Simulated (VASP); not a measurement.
LiAl4O, 12 atoms in the cell. It takes space group P3m1 (No. 156, trigonal). Conventional cell: a = 2.885 Å, b = 2.885 Å, c = 13.997 Å, α = 90.00°, β = 90.00°, γ = 120.00°. Li (site symmetry 3m) has 6 Al at 2.82 to 2.83 Å and 6 Li at 2.89 Å within 3.7 Å. Al (site symmetry 3m) has 3 Li at 2.83 Å and 9 Al at 2.86 to 2.89 Å within 3.7 Å. Within 3.8 Å of Al (site symmetry 3m) lie 9 Al at 2.86 to 2.89 Å. Within 2.4 Å of Al (site symmetry 3m) lie 3 O at 1.82 Å. Al (site symmetry 3m) has 3 Li at 2.82 Å and 9 Al at 2.89 to 2.91 Å and 1 O at 3.13 Å within 3.7 Å. O (site symmetry 3m) has 3 Al at 1.82 Å within 2.4 Å. 

| Property | Result |
| --- | --- |
| Program | VASP 6.6.1 |
| Task | single point |
| Functional | PBE |
| Potentials or basis | VASP PAW PBE potentials, release 64 (Li_sv, Al, O) |
| Cutoff | 520 eV |
| k mesh | 8 × 4 × 2 |
| Occupations | gaussian, width 0.2 eV |
| Spin | no spin polarisation |
| Dipole correction | no |
| Further INCAR settings | ALGO = Normal; EDIFF = 1e-07; NBANDS = 33 |

Potentials or basis: VASP PAW PBE potentials, release 64 (Li_sv, Al, O).

Run with:

```sh
$ cat potpaw_PBE.64/Li_sv/POTCAR potpaw_PBE.64/Al/POTCAR potpaw_PBE.64/O/POTCAR > POTCAR
$ mpirun -np 1 vasp_std > vasp.out
```

Hardware: 1 thread of Intel(R) Xeon(R) 6975P-C (Granite Rapids) (shared host).

Problem. Estimate the wall time of this run.

Solution. It took 2.3 min on 1 thread of Intel(R) Xeon(R) 6975P-C (Granite Rapids), with other jobs on the host, peak memory 0.39 GiB. Counts: scf iterations 17, k points 30.
